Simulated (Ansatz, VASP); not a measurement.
# C: VASP beside Ansatz

Contents of INCAR:

```
PREC     = Accurate       # precision mode
ENCUT    = 520            # plane-wave cutoff, eV
EDIFF    = 1E-6           # SCF threshold, eV
ISMEAR   = 0              # smearing method
SIGMA    = 0.15           # smearing width, eV
LREAL    = False          # projectors in reciprocal space
LASPH    = True           # aspherical terms in the spheres
NELM     = 80             # most SCF steps
ALGO     = Normal         # electronic algorithm
ISIF     = 2              # what is computed and relaxed
LWAVE    = False          # write WAVECAR
LCHARG   = False          # write CHGCAR
GGA      = PE             # functional
IVDW     = 12             # dispersion correction
NBANDS   = 11             # bands
```

File KPOINTS:

```
Automatic mesh
0
Gamma
  21 21 12
```

Contents of POSCAR:

```
C
1.0
    2.4646600538      0.0000000000      0.0000000000
   -1.2323300269      2.1344582183      0.0000000000
    0.0000000000      0.0000000000      3.5719697732
C
2
Direct
    0.3333333333      0.6666666667      0.0000000000
    0.6666666667      0.3333333333      0.0000000000
```

Input for Ansatz:

```yaml
crystal:
  lattice:
    - [2.4646600538, 0.0, 0.0]
    - [-1.2323300269, 2.1344582183, 0.0]
    - [0.0, 0.0, 3.5719697732]
  atoms:
    - { symbol: C, position: [0.3333333333, 0.6666666667, 0.0] }
    - { symbol: C, position: [0.6666666667, 0.3333333333, 0.0] }
basis:
  ecutwfc: 520.0
kpoints:
  mp_grid: { grid: [21, 21, 12] }
hamiltonian:
  xc: pbe
  pseudopotentials: { kind: paw, azcp: { folder: soft_1 } }
  dispersion: d3bj
scf:
  occupations: { method: gaussian, width: 0.15 }
output:
  forces: true
  stress: true
  eigenvalues: true
  write_density: true
  write_potential: true
  elf: true
  volumetric_format: npy
```

Alike in both runs: task single point; functional PBE; dispersion D3(BJ); k mesh 21 × 21 × 12; occupations gaussian, width 0.15 eV; no spin polarisation.

```csv
,VASP,Ansatz
version,VASP 6.6.1,Ansatz 0.2.0
potentials or method,"VASP PAW PBE potentials, release 64 (C), cutoff 520 eV","scalar-relativistic, plane waves, PAW"
valence electrons in the cell,8,8
```

```csv
,VASP,Ansatz,Ansatz less VASP
gap on the k mesh at the Fermi level (eV),none,none,-
pressure (GPa),0.4,0.0,-0.42
"traceless stress, the component that is largest in VASP (GPa)",-0.51,-0.01,+0.502
```

A gap of «none» marks a metal or a gap that the smearing closes.
